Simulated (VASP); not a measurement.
A run of VASP 6.6.1 is set up as follows.

Contents of POSCAR:

```
MgTe
1.0
    4.6234120047      0.0000000000      0.0000000000
   -2.3117060024      4.0039922483      0.0000000000
    0.0000000000      0.0000000000      7.3935669438
Mg Te
2 2
Direct
    0.3333333333      0.6666666667     -0.0023919656
    0.6666666667      0.3333333333      0.4976080344
    0.3333333333      0.6666666667      0.3773919656
    0.6666666667      0.3333333333      0.8773919656
```

Contents of INCAR.step1:

```
SYSTEM = MgTe
ALGO = Normal
EDIFF = 1E-5
ENCUT = 520
GGA = PE
GGA_COMPAT = .FALSE.
ISIF = 2
ISMEAR = 0
LASPH = .TRUE.
LCHARG = .FALSE.
LREAL = .FALSE.
LWAVE = .TRUE.
NBANDS = 16
NELM = 120
PREC = Accurate
SIGMA = 0.01
```

INCAR.step2

```
SYSTEM = MgTe
ALGO = Normal
EDIFF = 1E-6
ENCUT = 520
GGA = PE
GGA_COMPAT = .FALSE.
HFSCREEN = 0.2079
ISIF = 2
ISMEAR = 0
ISTART = 1
LASPH = .TRUE.
LCHARG = .FALSE.
LHFCALC = .TRUE.
LREAL = .FALSE.
LWAVE = .FALSE.
NBANDS = 16
NELM = 120
PREC = Accurate
PRECFOCK = Normal
SIGMA = 0.01
```

The input KPOINTS:

```
k-points
0
G
  6 6 2
  0 0 0
```

Potentials or basis: VASP PAW PBE potentials, release 64 (Mg, Te).

The run is started by

```console
$ cat potpaw_PBE.64/Mg/POTCAR potpaw_PBE.64/Te/POTCAR > POTCAR
$ cp INCAR.step1 INCAR
$ mpirun -np 1 vasp_std > vasp.out
$ cp INCAR.step2 INCAR
$ mpirun -np 1 vasp_std > vasp.out
```

Task: Estimate the band gap on the k mesh.

Result: 3.09 eV.

Task: Predict the pressure.

Result: -0.7 GPa.

Stress tensor (GPa, compression positive):
```
-0.87  0.00  0.00
 0.00 -0.87  0.00
 0.00  0.00 -0.25
```

Caveat: the k points lie up to 0.42 Å⁻¹ apart; the cell differs from its parent crystal (epitaxial xy strain +1.0%); the structure was generated, so it needn't be the stable form of MgTe; the PAW data sets were made with another functional, which shifts forces and pressure a little; spin-orbit coupling is left out, which moves the levels of the heavy elements.
